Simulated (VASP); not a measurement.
# Ni2N (P6/mmm) in VASP: notebook

Runs on Ni2N. Level: PBE. Tasks: single point, relaxation of cell and atoms.

All numbers are computed with VASP 6.6.1; they aren't measurements. Logs are shortened: lines on timing, memory, paths and dates and some standing lists are left out, and cuts for length are marked.

### 1 The cell of the first run

The structure is hexagonal, space group P6/mmm (No. 191). The conventional cell has a = 3.800 Å, b = 3.800 Å, c = 2.441 Å, α = 90.00°, β = 90.00°, γ = 120.00°. Ni (site symmetry -6m2) has 5 Ni at 2.19 to 2.44 Å and 6 N at 2.51 Å within 2.9 Å. N (site symmetry 6/mmm) has 2 N at 2.44 Å and 12 Ni at 2.51 Å within 3.2 Å.

### 2 Single point, PBE

Contents of INCAR:

```
ALGO = Normal
EDIFF = 1E-7
ENCUT = 520
GGA = PE
ISIF = 2
ISMEAR = 0
LASPH = True
LCHARG = False
LREAL = False
LWAVE = False
NBANDS = 20
NELM = 100
PREC = Accurate
SIGMA = 0.1
```

Contents of KPOINTS:

```
k-points
0
Gamma
  12 12 18
```

Contents of POSCAR:

```
Ni2N
1.0
    3.7995710499      0.0000000000      0.0000000000
   -1.8997855249      3.2905250527      0.0000000000
    0.0000000000      0.0000000000      2.4414343470
Ni N
2 1
Direct
    0.3333333333      0.6666666667      0.5000000000
    0.6666666667      0.3333333333      0.5000000000
    0.0000000000      0.0000000000      0.0000000000
```

Potentials or basis: VASP PAW PBE potentials, release 64 (Ni, N).

Run with:

```sh
$ cat potpaw_PBE.64/Ni/POTCAR potpaw_PBE.64/N/POTCAR > POTCAR
$ mpirun -np 1 vasp_std > vasp.out
```

OUTCAR:

```text
EDIFF = 1E-7
   ENCUT = 520
   GGA = PE
   ISIF = 2
   ISMEAR = 0
   LASPH = True
   LREAL = False
   NELM = 100
   PREC = Accurate

 ion  position               nearest neighbor table
   1  0.333  0.667  0.500-   2 2.19   2 2.19   2 2.19
   2  0.667  0.333  0.500-   1 2.19   1 2.19   1 2.19
   3  0.000  0.000  0.000-

  LATTYP: Found a hexagonal cell.
 ALAT       =     3.7995710499
 C/A-ratio  =     0.6425552556

  Lattice vectors:

 A1 = (   3.7995710499,   0.0000000000,   0.0000000000)
 A2 = (  -1.8997855249,   3.2905250527,   0.0000000000)
 A3 = (   0.0000000000,   0.0000000000,   2.4414343470)

Analysis of symmetry for initial positions (statically):
=====================================================================
 Subroutine PRICEL returns:
 Original cell was already a primitive cell.

 Routine SETGRP: Setting up the symmetry group for a
 hexagonal supercell.

 Subroutine GETGRP returns: Found 24 space group operations
 (whereof 24 operations were pure point group operations)
 out of a pool of 24 trial point group operations.

The static configuration has the point symmetry D_6h.

Analysis of symmetry for dynamics (positions and initial velocities):
=====================================================================
 Subroutine PRICEL returns:
 Original cell was already a primitive cell.

 Routine SETGRP: Setting up the symmetry group for a
 hexagonal supercell.

 Subroutine GETGRP returns: Found 24 space group operations
 (whereof 24 operations were pure point group operations)
 out of a pool of 24 trial point group operations.

The dynamic configuration has the point symmetry D_6h.

 Subroutine INISYM returns: Found 24 space group operations
 (whereof 24 operations are pure point group operations),
 and found     1 'primitive' translations

----------------------------------------------------------------------------------------

                                     Primitive cell

  volume of cell :      30.5242

  direct lattice vectors                    reciprocal lattice vectors
     3.799571050  0.000000000  0.000000000     0.263187604  0.151951434  0.000000000
    -1.899785525  3.290525053  0.000000000     0.000000000  0.303902868  0.000000000
[... 75 lines left out ...]
   NGX,Y,Z   is equivalent  to a cutoff of  12.25, 12.25, 12.26 a.u.
   NGXF,Y,Z  is equivalent  to a cutoff of  24.50, 24.50, 24.51 a.u.
 SYSTEM =  unknown system
   PREC   = accura    normal or accurate (medium, high low for compatibility)
   ISTART =      0    job   : 0-new  1-cont  2-samecut
   ICHARG =      2    charge: 1-file 2-atom 10-const
   ISPIN  =      1    spin polarized calculation?
   LNONCOLLINEAR =      F non collinear calculations
   LSORBIT =      F    spin-orbit coupling
   LASPH  =      T    aspherical Exc in radial PAW
   ENCUT  =  520.0 eV  38.22 Ry    6.18 a.u.   7.06  7.06  4.54*2*pi/ulx,y,z
   NELM   =    100;   NELMIN=  2; NELMDL= -5     # of ELM steps
   EDIFF  = 0.1E-06   stopping-criterion for ELM
   LREAL  =      F    real-space projection
   EDIFFG = 0.1E-05   stopping-criterion for IOM
   NSW    =      0    number of steps for IOM
   IBRION =     -1    ionic relax: 0-MD 1-quasi-New 2-CG
   NFREE  =      0    steps in history (QN), initial steepest desc. (CG)
   ISIF   =      2    stress and relaxation
   ISYM   =      2    0-nonsym 1-usesym 2-fastsym
   POTIM  = 0.5000    time-step for ionic-motion
   TEBEG  =    0.0;   TEEND  =   0.0 temperature during run
   PSTRESS=    0.0 pullay stress
   NELECT =      25.0000    total number of electrons
   NUPDOWN=      -1.0000    fix difference up-down
   EMIN   =  10.00;   EMAX   =-10.00  energy-range for DOS
   EFERMI =   0.00;   METHOD = LEGACY
   ISMEAR =     0;   SIGMA  =   0.10  broadening in eV -4-tet -1-fermi 0-gaus
   EFERMI_NEDOS =   21; number of points for ismear=-14 and -15
   IALGO  =     38    algorithm
   IMIX   =      4    mixing-type and parameters
     AMIX     =   0.40;   BMIX     =  1.00
     AMIX_MAG =   1.60;   BMIX_MAG =  1.00
  volume/ion in A,a.u.               =      10.17        68.66
  Fermi-wavevector in a.u.,A,eV,Ry     =   1.531698  2.894490 31.920623  2.346100
  Thomas-Fermi vector in A             =   2.639007
   LORBIT       =      0    0 simple, 1 ext, 2 COOP (PROOUT), +10 PAW based schemes
   GGA     = PE    functional components
   LHFCALC =     F    Hartree Fock is set to
   AEXX    =    0.0000 exact exchange contribution
   IVDW    =     0    specifies the selected vdW correction
   LEPSILON=     F    determine dielectric tensor
   LRPA    =     F    only Hartree local field effects (RPA)
 non-spin polarized calculation
 Gauss-broadening in eV      SIGMA  =   0.10
  energy-cutoff  :      520.00
  volume of cell :       30.52
 maximum number of plane-waves:       844
   NGX = 15   NGY = 15   NGZ =  9

 number of electron      25.0000013 magnetization

 Free energy of the ion-electron system (eV)
  ---------------------------------------------------
  ext. energy  EPLUGINS =         0.00000000
  ---------------------------------------------------
  free energy    TOTEN  =       -14.52061649 eV

  energy without entropy =      -14.48298057  energy(sigma->0) =      -14.50179853

 E-fermi :   7.9607     XC(G=0): -12.7684

 val. band max:        7.9547129176   @ k =   0.2500   0.0833   0.3333
 cond. band min:       7.9617277382   @ k =   0.2500   0.2500   0.0000
 fundamental gap:      0.0070148206
 Fermi energy:         7.9606807136

 k-point     1 :       0.0000    0.0000    0.0000
  band No.  band energies     occupation
      1      -7.3699      2.00000
      2       3.2837      2.00000
      3       3.2837      2.00000
      4       4.2453      2.00000
      5       5.4993      2.00000
      6       5.4993      2.00000
[... 541 lines left out ...]
     19      23.9935      0.00000
     20      24.7212      0.00000

 [... further k-points ...]
[... 5 lines left out ...]
  --------------------------------------------------------------------------------------
  -------------------------------------------------------------------------------------
  Total       -0.0254269     -0.0254269     -0.0365091     -0.0000000     -0.0000000      0.0000000
  in kB       -1.3346241     -1.3346241     -1.9163134     -0.0000000     -0.0000000      0.0000000
  external PRESSURE =      -1.5285205 kB  Pullay stress =       0.0000000 kB

 VOLUME and BASIS-vectors are now :
 -----------------------------------------------------------------------------
  energy-cutoff  :      520.00
  volume of cell :       30.52
      direct lattice vectors                 reciprocal lattice vectors
     3.799571050  0.000000000  0.000000000     0.263187604  0.151951434  0.000000000
    -1.899785525  3.290525053  0.000000000     0.000000000  0.303902868  0.000000000
     0.000000000  0.000000000  2.441434347     0.000000000  0.000000000  0.409595286

 POSITION                                       TOTAL-FORCE (eV/Angst)
 -----------------------------------------------------------------------------------
     -0.00000      2.19368      1.22072         0.000000      0.000000      0.000000
      1.89979      1.09684      1.22072        -0.000000     -0.000000      0.000000
      0.00000      0.00000      0.00000        -0.000000      0.000000      0.000000
 -----------------------------------------------------------------------------------
    total drift:                                0.000000      0.000000     -0.000000

  FREE ENERGIE OF THE ION-ELECTRON SYSTEM (eV)
  ---------------------------------------------------
  free  energy   TOTEN  =       -14.5206164908 eV

  energy  without entropy=      -14.4829805661  energy(sigma->0) =      -14.50179853
```

Wall time 61 s (1 thread of Intel Xeon 6975P-C (Granite Rapids), shared host); peak memory 0.21 GiB.

Results:

```yaml
Free_energy: -14.5206 eV
Pressure: -0.2 GPa
```

Caveat: the run has no spin polarisation, though such a crystal can be magnetic.

### 3 Relaxation of cell and atoms, PBE

This run uses another cell than the first one, of 10.21 Å³/atom, 1.003 times its volume.

Contents of INCAR:

```
SYSTEM = Ni2N
ALGO = Normal ; EDIFF = 1E-7
EDIFFG = -0.01 ; ENCUT = 600
GGA = PE ; IBRION = 2
ISIF = 3 ; ISMEAR = 0
LASPH = .True. ; LCHARG = .False.
LREAL = .False. ; LWAVE = .False.
NELM = 100 ; NSW = 100
PREC = Accurate ; SIGMA = 0.1
```

Contents of KPOINTS:

```
k-points
0
Gamma
  12 12 18
  0 0 0
```

Contents of POSCAR:

```
Ni2N
1.0
    3.7858475835      0.0000000000      0.0000000000
   -1.8929237917      3.2786401821      0.0000000000
    0.0000000000      0.0000000000      2.4667995308
Ni N
2 1
Direct
    0.3333333333      0.6666666667      0.5000000000
    0.6666666667      0.3333333333      0.5000000000
    0.0000000000      0.0000000000      0.0000000000
```

Potentials or basis: VASP PAW PBE potentials, release 64 (Ni, N).

Run with:

```sh
$ cat potpaw_PBE.64/Ni/POTCAR potpaw_PBE.64/N/POTCAR > POTCAR
$ mpirun -np 1 vasp_std > vasp.out
```

OUTCAR:

```text
SYSTEM = Ni2N
   EDIFF = 1E-7
   EDIFFG = -0.01
   ENCUT = 600
   GGA = PE
   IBRION = 2
   ISIF = 3
   ISMEAR = 0
   LASPH = .True.
   LREAL = .False.
   NELM = 100
   NSW = 100
   PREC = Accurate

 ion  position               nearest neighbor table
   1  0.333  0.667  0.500-   2 2.19   2 2.19   2 2.19
   2  0.667  0.333  0.500-   1 2.19   1 2.19   1 2.19
   3  0.000  0.000  0.000-

  LATTYP: Found a hexagonal cell.
 ALAT       =     3.7858475835
 C/A-ratio  =     0.6515844805

  Lattice vectors:

 A1 = (   3.7858475835,   0.0000000000,   0.0000000000)
 A2 = (  -1.8929237917,   3.2786401821,   0.0000000000)
 A3 = (   0.0000000000,   0.0000000000,   2.4667995308)

Analysis of symmetry for initial positions (statically):
=====================================================================
 Subroutine PRICEL returns:
[... 327 lines left out ...]
  ---------------------------------------------------
  free energy    TOTEN  =       -14.52164270 eV

  energy without entropy =      -14.48410139  energy(sigma->0) =      -14.50287204

 E-fermi :   7.9966     XC(G=0): -12.7830

 val. band max:        7.9906128274   @ k =   0.3333   0.0000   0.3889
 cond. band min:       7.9975518873   @ k =   0.2500   0.2500   0.0000
 fundamental gap:      0.0069390599
 Fermi energy:         7.9965734090

 k-point     1 :       0.0000    0.0000    0.0000
  band No.  band energies     occupation
      1      -7.3554      2.00000
      2       3.3019      2.00000
      3       3.3019      2.00000
      4       4.2689      2.00000
      5       5.5274      2.00000
      6       5.5274      2.00000
[... 433 lines left out ...]
      3       3.6644      2.00000
      4       4.7124      2.00000
      5       4.9386      2.00000
      6       5.2473      2.00000
[... 8 lines left out ...]
     15       9.6581      0.00000
     16      12.5390      0.00000

 [... further k-points ...]
[... 5 lines left out ...]
  --------------------------------------------------------------------------------------
  -------------------------------------------------------------------------------------
  Total        0.0039539      0.0039539     -0.0010148      0.0000000     -0.0000000      0.0000000
  in kB        0.2080628      0.2080628     -0.0534001      0.0000000     -0.0000000      0.0000000
  external PRESSURE =       0.1209085 kB  Pullay stress =       0.0000000 kB
[... 18 lines left out ...]
  FREE ENERGIE OF THE ION-ELECTRON SYSTEM (eV)
  ---------------------------------------------------
  free  energy   TOTEN  =       -14.5216427013 eV

  energy  without entropy=      -14.4841013874  energy(sigma->0) =      -14.50287204

 reached required accuracy - stopping structural energy minimisation
```

OSZICAR:

```text
N       E                     dE             d eps       ncg     rms          rms(c)
DAV:   1     0.133887379923E+03    0.13389E+03   -0.13291E+04  6088   0.230E+03
DAV:   2    -0.802819225381E+01   -0.14192E+03   -0.13844E+03  6504   0.342E+02
DAV:   3    -0.177816765583E+02   -0.97535E+01   -0.93671E+01  7920   0.953E+01
[... 56 lines left out ...]
DAV:   5    -0.145216436518E+02    0.13207E-04   -0.25005E-05  8808   0.499E-02    0.688E-03
DAV:   6    -0.145216431417E+02    0.51016E-06   -0.26757E-06  7000   0.172E-02    0.225E-03
DAV:   7    -0.145216429120E+02    0.22967E-06   -0.95781E-08  4248   0.313E-03    0.947E-04
DAV:   8    -0.145216427154E+02    0.19662E-06   -0.38423E-08  3040   0.310E-03    0.177E-04
DAV:   9    -0.145216427013E+02    0.14033E-07   -0.47044E-09  3040   0.846E-04
   5 F= -.14521643E+02 E0= -.14502872E+02  d E =-.126777E-03
```

It took 3.8 min on 1 thread of Intel Xeon 6975P-C (Granite Rapids), shared host; peak memory 0.24 GiB.

Results:

```
Free energy                            : -14.5216 eV
Relaxed volume                         : 10.15 Å³/atom
Relaxed cell                           : a = 3.797 Å, b = 3.797 Å, c = 2.439 Å, α = 90.00°, β = 90.00°, γ = 120.00°
Space group after relaxing (to 0.05 Å) : P6/mmm (No. 191)
Energy gained by relaxing              : 1.2 meV/atom
Ionic steps                            : 5
Pressure after relaxing                : 0.0 GPa
```

Step by step:
```tsv
step	energy change (eV)	largest force (eV/Å)	pressure (GPa)	volume (Å³)
1	0.0000	0.0000	-0.70	30.62
2	-0.0034	0.0000	0.21	30.42
3	-0.0035	0.0000	0.44	30.38
4	-0.0036	0.0000	-0.26	30.49
5	-0.0036	0.0000	0.01	30.45
```

Final structure:
```yaml
crystal:
  lattice:
    - [3.79689, 0.00000, 0.00000]
    - [-1.89844, 3.28820, 0.00000]
    - [0.00000, 0.00000, 2.43866]
  atoms:
    - { symbol: Ni, position: [0.33333, 0.66667, 0.50000] }
    - { symbol: Ni, position: [0.66667, 0.33333, 0.50000] }
    - { symbol: N, position: [0.00000, 0.00000, 0.00000] }
```

Levels at points of the mesh, in eV from the Fermi level:
| k point | band 10 | band 11 | band 12 | band 13 | band 14 | band 15 |
| --- | --- | --- | --- | --- | --- | --- |
| (0.00, 0.00, 0.00) | -1.29 | -0.31 | -0.31 | 0.55 | 0.55 | 1.16 |
| (0.50, 0.00, 0.00) | -0.61 | -0.55 | -0.53 | -0.16 | 1.60 | 1.65 |
| (0.00, 0.00, 0.50) | -1.88 | -0.67 | 0.48 | 0.65 | 0.65 | 2.22 |
| (0.50, 0.00, 0.50) | -0.44 | -0.42 | 0.12 | 0.35 | 0.45 | 4.47 |

Caveat: the run has no spin polarisation, though such a crystal can be magnetic. Spin polarisation is off, so any magnetic state and its effect on volume and gap are missing.

(Part 1 of 2 ends here.)
